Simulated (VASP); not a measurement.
A run of VASP 6.6.1:

The input INCAR:

```
ALGO     = Normal         # electronic algorithm
EDIFF    = 1E-6           # SCF threshold, eV
ENCUT    = 500            # plane-wave cutoff, eV
GGA      = PS             # functional
GGA_COMPAT= F            
ISIF     = 2              # what is computed and relaxed
ISMEAR   = 0              # smearing method
ISYM     = 0            
IVDW     = 13             # dispersion correction
LASPH    = T              # aspherical terms in the spheres
LCHARG   = F              # write CHGCAR
LREAL    = F              # projectors in reciprocal space
LWAVE    = F              # write WAVECAR
NBANDS   = 17             # bands
NELM     = 120            # most SCF steps
PREC     = Accurate       # precision mode
SIGMA    = 0.1            # smearing width, eV
```

KPOINTS

```
k-points
0
Gamma
  2 3 2
```

POSCAR

```
Sr
1.0
   -3.7063582770      3.7063582770      2.0208764669
    3.7063582770     -3.7063582770      2.0208764669
    3.7063582770      3.7063582770     -2.0208764669
Sr
2
Direct
    0.7500000000      0.2500000000      0.5000000000
    0.0000000000      0.0000000000      0.0000000000
```

Potentials or basis: VASP PAW PBE potentials, release 64 (Sr_sv).

Launch:

```sh
$ cat potpaw_PBE.64/Sr_sv/POTCAR > POTCAR
$ mpirun -np 1 vasp_std > vasp.out
```

Hardware: 1 thread of AMD EPYC 7R43 64-Core Processor (Zen 3), on a shared host.

Problem. How long does it take, and how much memory?

Solution. Run time: 16 s on 1 thread of AMD EPYC 7R43 64-Core Processor (Zen 3), on a shared host, peak memory 0.2 GiB. Counts: scf iterations 11, k points 8.
